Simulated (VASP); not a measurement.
Wanted: the native input for a VASP 6.6.1 run.

```yaml
Task: single point
Functional: PBE
Dispersion: D3(BJ)
Potentials_or_basis: VASP PAW PBE potentials, release 64 (Be, N)
Cutoff: 520 eV
k_mesh: 4 × 3 × 1
Occupations: fermi-dirac, width 0.1 eV
Spin: no spin polarisation
Dipole_correction: no
Further_INCAR_settings: LREAL = Auto; ALGO = Normal; EDIFF = 1e-07; NBANDS = 48
```

The structure of Be12N lies in POSCAR:

```
Be12N
1.0
    4.5800000000      0.0000000000      0.0000000000
    3.4350000000      5.9495950000      0.0000000000
    0.0000000000      0.0000000000     17.3826450000
Be N
24 2
Direct
   -0.1666666500      0.2222222000      0.0575286400
    0.3333333500      0.2222222000      0.0575286400
   -0.1666666300      0.5555555100      0.0575286400
    0.3333333700      0.5555555100      0.0575286400
   -0.1666666100      0.8888888200      0.0575286400
    0.3333333900      0.8888888200      0.0575286400
   -0.0014450692      0.0020762011      0.1628279792
    0.5005763520     -0.0045586554      0.1636662389
   -0.0029827958      0.3307777315      0.1594060855
    0.5013339751      0.3313959837      0.1602775243
    0.0027381295      0.6679558201      0.1583917181
    0.4980464449      0.6691447324      0.1598447213
   -0.1747086644      0.2377281412      0.2653381756
    0.3273105936      0.2288788987      0.2629993385
   -0.1576636971      0.5570476841      0.2545861794
    0.3410533355      0.5517890957      0.2569645125
   -0.1563575578      0.8844387531      0.2646722464
    0.3364199509      0.8725057089      0.2794841570
   -0.0435870656      0.0533591652      0.3793239389
    0.5036821621      0.0142185049      0.3669808580
   -0.0092840385      0.3562820695      0.3646668603
    0.4633579449      0.3464175274      0.3748499535
   -0.2855857860      0.6881499758      0.4231402347
    0.1448694914      0.7130065274      0.3718199865
    0.3453629717      0.8571879946      0.3947524539
    0.0924893940      0.5174907962      0.4156829389
```

One way to write it, as run:

INCAR

```
PREC     = Accurate       # precision mode
ENCUT    = 520            # plane-wave cutoff, eV
EDIFF    = 1E-7           # SCF threshold, eV
ISMEAR   = -1             # smearing method
SIGMA    = 0.1            # smearing width, eV
LREAL    = Auto         
LASPH    = True           # aspherical terms in the spheres
NELM     = 60             # most SCF steps
ALGO     = Normal         # electronic algorithm
ISIF     = 2              # what is computed and relaxed
LWAVE    = False          # write WAVECAR
LCHARG   = False          # write CHGCAR
GGA      = PE             # functional
IVDW     = 12             # dispersion correction
NBANDS   = 48             # bands
```

KPOINTS

```
Automatic mesh
0
Gamma
  4 3 1
```

Potentials or basis: VASP PAW PBE potentials, release 64 (Be, N).

The run is started by

```bash
$ cat potpaw_PBE.64/Be/POTCAR potpaw_PBE.64/N/POTCAR > POTCAR
$ mpirun -np 1 vasp_std > vasp.out
```

It gave:

```json
{
  "Largest force": "0.315 eV/Å",
  "Band gap on the k mesh": "zero (band 29 reaches 0.38 eV, above the bottom of band 30 at -0.21 eV)",
  "Dispersion energy per atom": "-0.242 eV"
}
```

Caveat: the k points lie up to 0.40 Å⁻¹ apart.

Wall time 4.1 min on 1 thread of Intel(R) Xeon(R) 6975P-C (Granite Rapids) (shared host), peak memory 0.58 GiB.
